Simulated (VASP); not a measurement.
# Tl (Fd-3m) in VASP: further runs

The runs below take Tl through single point, with PBEsol.

All numbers are computed with VASP 6.6.1; they aren't measurements. Logs are shortened: lines on timing, memory, paths and dates and some standing lists are left out, and cuts for length are marked.

## (1) The cell of the first run

The structure is cubic, space group Fd-3m (No. 227). The conventional cell has a = 5.270 Å, b = 5.270 Å, c = 5.270 Å, α = 90.00°, β = 90.00°, γ = 90.00°. Tl (site symmetry -43m) has 4 Tl at 2.28 Å within 3.0 Å.

This isn't the form of Tl at room conditions, which is hcp.

## (2) Single point, PBEsol (18.30 Å³/atom)

The input, INCAR:

```
SYSTEM = Tl
PREC = Accurate ; ENCUT = 520
EDIFF = 1E-6 ; ISMEAR = -1
SIGMA = 0.1 ; LREAL = .FALSE.
LASPH = .TRUE. ; NELM = 60
ALGO = Normal ; ISIF = 2
LWAVE = .FALSE. ; LCHARG = .FALSE.
GGA = PS ; NBANDS = 20
```

The input, KPOINTS:

```
Automatic mesh
0
G
  10 10 10
  0 0 0
```

The input, POSCAR:

```
Tl
1.0
    0.0000000000      2.6352497251      2.6352497251
    2.6352497251      0.0000000000      2.6352497251
    2.6352497251      2.6352497251      0.0000000000
Tl
2
Direct
   -0.1250000000     -0.1250000000     -0.1250000000
    0.1250000000      0.1250000000      0.1250000000
```

Potentials or basis: VASP PAW PBE potentials, release 64 (Tl_d).

Launch:

```console
$ cat potpaw_PBE.64/Tl_d/POTCAR > POTCAR
$ mpirun -np 1 vasp_std > vasp.out
```

OUTCAR:

```text
SYSTEM = Tl
   PREC = Accurate
   ENCUT = 520
   EDIFF = 1E-6
   ISMEAR = -1
   LREAL = .FALSE.
   LASPH = .TRUE.
   NELM = 60
   ISIF = 2
   GGA = PS

 ion  position               nearest neighbor table
   1  0.875  0.875  0.875-   2 2.28   2 2.28   2 2.28   2 2.28
   2  0.125  0.125  0.125-   1 2.28   1 2.28   1 2.28   1 2.28

  LATTYP: Found a face centered cubic cell.
 ALAT       =     5.2704994502

  Lattice vectors:

 A1 = (   0.0000000000,   2.6352497251,   2.6352497251)
 A2 = (   2.6352497251,   0.0000000000,   2.6352497251)
 A3 = (   2.6352497251,   2.6352497251,   0.0000000000)

Analysis of symmetry for initial positions (statically):
=====================================================================
 Subroutine PRICEL returns:
 Original cell was already a primitive cell.

 Routine SETGRP: Setting up the symmetry group for a
 face centered cubic supercell.

 Subroutine GETGRP returns: Found 48 space group operations
 (whereof 12 operations were pure point group operations)
 out of a pool of 48 trial point group operations.

The static configuration has the point symmetry D_3d.
 The point group associated with its full space group is O_h .

Analysis of symmetry for dynamics (positions and initial velocities):
=====================================================================
 Subroutine PRICEL returns:
 Original cell was already a primitive cell.

 Routine SETGRP: Setting up the symmetry group for a
 face centered cubic supercell.

 Subroutine GETGRP returns: Found 48 space group operations
 (whereof 12 operations were pure point group operations)
 out of a pool of 48 trial point group operations.

The dynamic configuration has the point symmetry D_3d.
 The point group associated with its full space group is O_h .

 Subroutine INISYM returns: Found 48 space group operations
 (whereof 12 operations are pure point group operations),
 and found     1 'primitive' translations

----------------------------------------------------------------------------------------

                                     Primitive cell

  volume of cell :      36.6012

  direct lattice vectors                    reciprocal lattice vectors
     0.000000000  2.635249725  2.635249725    -0.189735339  0.189735339  0.189735339
     2.635249725  0.000000000  2.635249725     0.189735339 -0.189735339  0.189735339
     2.635249725  2.635249725  0.000000000     0.189735339  0.189735339 -0.189735339

  length of vectors
     3.726805901  3.726805901  3.726805901     0.328631247  0.328631247  0.328631247

  position of ions in fractional coordinates (direct lattice)
     0.875000000  0.875000000  0.875000000
     0.125000000  0.125000000  0.125000000

  ion indices of the primitive-cell ions
   primitive index   ion index
                 1           1
                 2           2

----------------------------------------------------------------------------------------

 KPOINTS: Automatic mesh

Automatic generation of k-mesh.
 Grid dimensions read from file:
 generate k-points for:   10   10   10

 Generating k-lattice:

  Cartesian coordinates                     Fractional coordinates (reciprocal lattice)
    -0.018973534  0.018973534  0.018973534     0.100000000  0.000000000  0.000000000
     0.018973534 -0.018973534  0.018973534     0.000000000  0.100000000  0.000000000
     0.018973534  0.018973534 -0.018973534     0.000000000  0.000000000  0.100000000

  Length of vectors
     0.032863125  0.032863125  0.032863125

  Shift w.r.t. Gamma in fractional coordinates (k-lattice)
     0.000000000  0.000000000  0.000000000

 Subroutine IBZKPT returns following result:
 ===========================================

 Found     47 irreducible k-points:

 Following reciprocal coordinates:
            Coordinates               Weight
  0.000000  0.000000  0.000000      1.000000
  0.100000  0.000000  0.000000      8.000000
  0.200000  0.000000  0.000000      8.000000
  0.300000  0.000000  0.000000      8.000000
  0.400000  0.000000  0.000000      8.000000
  0.500000  0.000000  0.000000      4.000000
[... 16 lines left out ...]
  0.300000  0.300000  0.000000      6.000000
  0.400000  0.300000  0.000000     24.000000
 [... further k-points ...]
   k-points           NKPTS =     47   k-points in BZ     NKDIM =     47   number of bands    NBANDS=     20
   number of dos      NEDOS =    301   number of ions     NIONS =      2
   total plane-waves  NPLWV =  21952
   dimension x,y,z NGX =    28 NGY =   28 NGZ =   28
   dimension x,y,z NGXF=    56 NGYF=   56 NGZF=   56
   ions per type =               2
   NGX,Y,Z   is equivalent  to a cutoff of  12.49, 12.49, 12.49 a.u.
   NGXF,Y,Z  is equivalent  to a cutoff of  24.98, 24.98, 24.98 a.u.
 SYSTEM =  Tl
   PREC   = accura    normal or accurate (medium, high low for compatibility)
   ISTART =      0    job   : 0-new  1-cont  2-samecut
   ICHARG =      2    charge: 1-file 2-atom 10-const
   ISPIN  =      1    spin polarized calculation?
   LNONCOLLINEAR =      F non collinear calculations
   LSORBIT =      F    spin-orbit coupling
   LASPH  =      T    aspherical Exc in radial PAW
   ENCUT  =  520.0 eV  38.22 Ry    6.18 a.u.   6.93  6.93  6.93*2*pi/ulx,y,z
   NELM   =     60;   NELMIN=  2; NELMDL= -5     # of ELM steps
   EDIFF  = 0.1E-05   stopping-criterion for ELM
   LREAL  =      F    real-space projection
   EDIFFG = 0.1E-04   stopping-criterion for IOM
   NSW    =      0    number of steps for IOM
   IBRION =     -1    ionic relax: 0-MD 1-quasi-New 2-CG
   NFREE  =      0    steps in history (QN), initial steepest desc. (CG)
   ISIF   =      2    stress and relaxation
   ISYM   =      2    0-nonsym 1-usesym 2-fastsym
   POTIM  = 0.5000    time-step for ionic-motion
   TEBEG  =    0.0;   TEEND  =   0.0 temperature during run
   PSTRESS=    0.0 pullay stress
   NELECT =      26.0000    total number of electrons
   NUPDOWN=      -1.0000    fix difference up-down
   EMIN   =  10.00;   EMAX   =-10.00  energy-range for DOS
   EFERMI =   0.00;   METHOD = LEGACY
   ISMEAR =    -1;   SIGMA  =   0.10  broadening in eV -4-tet -1-fermi 0-gaus
   EFERMI_NEDOS =   21; number of points for ismear=-14 and -15
   IALGO  =     38    algorithm
   IMIX   =      4    mixing-type and parameters
     AMIX     =   0.40;   BMIX     =  1.00
     AMIX_MAG =   1.60;   BMIX_MAG =  1.00
  volume/ion in A,a.u.               =      18.30       123.50
  Fermi-wavevector in a.u.,A,eV,Ry     =   1.460722  2.760364 29.030861  2.133708
  Thomas-Fermi vector in A             =   2.577138
   LORBIT       =      0    0 simple, 1 ext, 2 COOP (PROOUT), +10 PAW based schemes
   GGA     = PS    functional components
   LHFCALC =     F    Hartree Fock is set to
   AEXX    =    0.0000 exact exchange contribution
   IVDW    =     0    specifies the selected vdW correction
   LEPSILON=     F    determine dielectric tensor
   LRPA    =     F    only Hartree local field effects (RPA)
 non-spin polarized calculation
  energy-cutoff  :      520.00
  volume of cell :       36.60
 maximum number of plane-waves:       998
   NGX = 13   NGY = 13   NGZ = 13

 number of electron      26.0000008 magnetization

 Free energy of the ion-electron system (eV)
  ---------------------------------------------------
  ext. energy  EPLUGINS =         0.00000000
  ---------------------------------------------------
  free energy    TOTEN  =         4.00001632 eV

  energy without entropy =        4.02303935  energy(sigma->0) =        4.01152783

 E-fermi :  12.5098     XC(G=0): -12.4971

 val. band max:       12.3444120509   @ k =   0.4000   0.2000   0.1000
 cond. band min:      12.5258017055   @ k =  -0.4000   0.3000   0.0000
 fundamental gap:      0.1813896545
 Fermi energy:        12.5097510050

 k-point     1 :       0.0000    0.0000    0.0000
  band No.  band energies     occupation
      1      -2.9922      2.00000
      2      -2.9922      2.00000
      3      -2.9922      2.00000
      4      -2.9122      2.00000
      5      -2.9122      2.00000
      6      -2.4975      2.00000
[... 12 lines left out ...]
     19      20.0191      0.00000
     20      22.2898      0.00000

 k-point     2 :       0.1000    0.0000    0.0000
  band No.  band energies     occupation
      1      -3.1586      2.00000
      2      -3.1586      2.00000
      3      -3.0001      2.00000
      4      -2.7024      2.00000
      5      -2.7024      2.00000
      6      -2.3764      2.00000
[... 12 lines left out ...]
     19      21.6646      0.00000
     20      22.2829      0.00000

 k-point     3 :       0.2000    0.0000    0.0000
  band No.  band energies     occupation
      1      -3.2758      2.00000
      2      -3.2758      2.00000
      3      -3.0251      2.00000
      4      -2.4900      2.00000
      5      -2.4900      2.00000
      6      -2.1134      2.00000
[... 12 lines left out ...]
     19      21.5815      0.00000
     20      22.8487      0.00000

 k-point     4 :       0.3000    0.0000    0.0000
  band No.  band energies     occupation
      1      -3.3031      2.00000
      2      -3.3031      2.00000
      3      -3.0576      2.00000
      4      -2.3918      2.00000
      5      -2.3918      2.00000
      6      -1.9534      2.00000
[... 12 lines left out ...]
     19      23.5839      0.00000
     20      24.0523      0.00000

 k-point     5 :       0.4000    0.0000    0.0000
  band No.  band energies     occupation
      1      -3.2688      2.00000
      2      -3.2688      2.00000
      3      -3.0828      2.00000
      4      -2.4115      2.00000
      5      -2.4115      2.00000
      6      -1.9491      2.00000
[... 12 lines left out ...]
     19      25.1425      0.00000
     20      25.1425      0.00000
[... 353 lines left out ...]
      6      -1.8062      2.00000
[... 12 lines left out ...]
     19      23.9518      0.00000
     20      25.8099      0.00000

 k-point    22 :      -0.2000    0.2000    0.0000
  band No.  band energies     occupation
      1      -3.4954      2.00000
      2      -3.3451      2.00000
      3      -2.9050      2.00000
      4      -2.5011      2.00000
      5      -1.9456      2.00000
      6      -1.9040      2.00000
[... 12 lines left out ...]
     19      22.7397      0.00000
     20      25.1964      0.00000

 k-point    23 :       0.3000    0.3000    0.0000
  band No.  band energies     occupation
      1      -3.5608      2.00000
      2      -3.1877      2.00000
      3      -3.1877      2.00000
      4      -2.1789      2.00000
      5      -2.1358      2.00000
      6      -1.5840      2.00000
[... 12 lines left out ...]
     19      27.0040      0.00000
     20      27.0379      0.00000

 k-point    24 :       0.4000    0.3000    0.0000
  band No.  band energies     occupation
      1      -3.5671      2.00000
      2      -3.2370      2.00000
      3      -3.1973      2.00000
      4      -2.3431      2.00000
      5      -1.8992      2.00000
      6      -1.3945      2.00000
[... 12 lines left out ...]
     19      26.5341      0.00000
     20      27.3190      0.00000

 [... further k-points ...]

------------------------ aborting loop because EDIFF is reached ----------------------------------------

  FORCE on cell =-STRESS in cart. coord.  units (eV):
  Direction    XX          YY          ZZ          XY          YZ          ZX
  --------------------------------------------------------------------------------------
  -------------------------------------------------------------------------------------
  Total       32.3414225     32.3414225     32.3414225     -0.0000000      0.0000000      0.0000000
  in kB     1415.7102436   1415.7102436   1415.7102436     -0.0000000      0.0000000      0.0000000
  external PRESSURE =    1415.7102436 kB  Pullay stress =       0.0000000 kB

 VOLUME and BASIS-vectors are now :
 -----------------------------------------------------------------------------
  energy-cutoff  :      520.00
  volume of cell :       36.60
      direct lattice vectors                 reciprocal lattice vectors
     0.000000000  2.635249725  2.635249725    -0.189735339  0.189735339  0.189735339
     2.635249725  0.000000000  2.635249725     0.189735339 -0.189735339  0.189735339
     2.635249725  2.635249725  0.000000000     0.189735339  0.189735339 -0.189735339

 POSITION                                       TOTAL-FORCE (eV/Angst)
 -----------------------------------------------------------------------------------
      4.61169      4.61169      4.61169         0.000000      0.000000      0.000000
      0.65881      0.65881      0.65881        -0.000000     -0.000000     -0.000000
 -----------------------------------------------------------------------------------
    total drift:                                0.000000     -0.000000     -0.000000

  FREE ENERGIE OF THE ION-ELECTRON SYSTEM (eV)
  ---------------------------------------------------
  free  energy   TOTEN  =         4.0000163162 eV

  energy  without entropy=        4.0230393451  energy(sigma->0) =        4.01152783
```

Run time: 37 s. Hardware: 1 thread of Intel Xeon 8259CL, shared host; peak memory 0.17 GiB.

Results:

```yaml
Free_energy: 4.0000 eV
Pressure: 141.6 GPa
Band_gap_on_the_k_mesh: zero (bands 13 and 14 overlap by 9.37 eV)
```

Caveat: the cell stands under pressure; the PAW data sets were made with another functional, which shifts forces and pressure a little; spin-orbit coupling is left out, which moves the levels of the heavy elements.

## (3) Single point, PBEsol (18.30 Å³/atom)

The input, INCAR:

```
ALGO = Normal
EDIFF = 1E-6
ENCUT = 520
GGA = PS
ISIF = 2
ISMEAR = -1
LASPH = True
LCHARG = False
LREAL = False
LWAVE = False
NBANDS = 20
NELM = 60
PREC = Accurate
SIGMA = 0.1
```

The input, KPOINTS:

```
k-points
0
Gamma
  10 10 10
```

POSCAR is that of step 2.

Potentials or basis: VASP PAW PBE potentials, release 64 (Tl_d).

Launch:

```console
$ cat potpaw_PBE.64/Tl_d/POTCAR > POTCAR
$ mpirun -np 1 vasp_std > vasp.out
```

It took 36 s on 1 thread of Intel Xeon 8259CL, shared host; peak memory 0.17 GiB.

Results (log left out):

```yaml
Free_energy: 4.0000 eV
Pressure: 141.6 GPa
Band_gap_on_the_k_mesh: zero (bands 13 and 14 overlap by 9.37 eV)
```

Levels at points of the mesh, in eV from the Fermi level:
```tsv
k point	band 9	band 10	band 11	band 12	band 13	band 14	band 15	band 16	band 17	band 18
(0.00, 0.00, 0.00)	-12.52	-11.28	-11.28	6.20	6.47	6.58	6.58	6.58	7.51	7.51
(0.50, 0.00, 0.00)	-11.39	-11.39	-8.57	-7.79	2.52	2.52	5.98	6.22	8.69	8.69
(0.50, 0.50, 0.00)	-11.15	-11.15	-6.98	-6.98	-1.69	-1.69	4.19	4.19	16.11	16.11
```

Caveat: the cell stands under pressure; the PAW data sets were made with another functional, which shifts forces and pressure a little; spin-orbit coupling is left out, which moves the levels of the heavy elements.

## (4) Single point, PBEsol (22.37 Å³/atom)

This run uses another cell than the first one, of 22.37 Å³/atom.

The input, INCAR:

```
SYSTEM = Tl
ALGO = Normal
EDIFF = 1E-6
ENCUT = 520
GGA = PS
ISIF = 2
ISMEAR = -1
LASPH = .True.
LCHARG = .False.
LREAL = .False.
LWAVE = .False.
NBANDS = 20
NELM = 100
PREC = Accurate
SIGMA = 0.1
```

The input, KPOINTS:

```
k-points
0
Gamma
  10 10 10
  0 0 0
```

The input, POSCAR:

```
Tl
1.0
    0.0000000000      2.8175513204      2.8175513204
    2.8175513204      0.0000000000      2.8175513204
    2.8175513204      2.8175513204      0.0000000000
Tl
2
Direct
   -0.1250000000     -0.1250000000     -0.1250000000
    0.1250000000      0.1250000000      0.1250000000
```

Launch:

```console
$ cat potpaw_PBE.64/Tl_d/POTCAR > POTCAR
$ mpirun -np 1 vasp_std > vasp.out
```

Run time: 50 s. Hardware: 1 thread of Intel Xeon 8259CL, shared host; peak memory 0.19 GiB.

It converged, with:

```yaml
Free_energy: -0.8100 eV
Pressure: 60.0 GPa
Band_gap_on_the_k_mesh: zero (bands 13 and 14 overlap by 7.36 eV)
```

Levels at points of the mesh, in eV from the Fermi level:
```
           k point  band 11  band 12  band 13  band 14  band 15  band 16
(0.00, 0.00, 0.00)   -11.07     4.54     5.15     5.15     5.15     6.33
(0.50, 0.00, 0.00)    -8.33    -6.52     2.04     2.04     4.36     6.39
(0.50, 0.50, 0.00)    -6.65    -6.65    -1.17    -1.17     3.64     3.64
```

Caveat: the cell stands under pressure; the PAW data sets were made with another functional, which shifts forces and pressure a little; spin-orbit coupling is left out, which moves the levels of the heavy elements.
